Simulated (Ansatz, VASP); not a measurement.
Two plane-wave programs on WS2

```
W S
1.0
     3.18000    0.00000    0.00000
    -1.59000    2.75396    0.00000
     0.00000    0.00000   12.50000
W S
2 4
Direct
  0.33333 0.66667 0.25000
  0.66667 0.33333 0.75000
  0.33333 0.66667 0.62447
  0.66667 0.33333 0.12447
  0.33333 0.66667 0.87553
  0.66667 0.33333 0.37553
```

Alike in both runs: functional PBE; dispersion D3(BJ); k mesh 12 × 12 × 4; occupations gaussian, width 0.02 eV; no spin polarisation.

Ansatz relaxed the structure, and its values are those at the end. VASP's run is a single point on that final structure, the one shown.

|  | VASP | Ansatz |
| --- | --- | --- |
| version | VASP 6.6.1 | Ansatz 0.2.0 |
| potentials or method | VASP PAW PBE potentials, release 64 (W_sv, S), cutoff 520 eV | scalar-relativistic, plane waves, PAW |
| valence electrons in the cell | 52 | 52 |

|  | VASP | Ansatz | Ansatz less VASP |
| --- | --- | --- | --- |
| gap on the k mesh at the Fermi level (eV) | 1.06 | 1.04 | -0.015 |
| least direct gap on the mesh (eV) | 1.76 | 1.75 | -0.003 |
| pressure (GPa) | -2.2 | -2.2 | +0.03 |

Ansatz's warnings: stress scf threshold loose.

Spin-orbit coupling is off throughout.
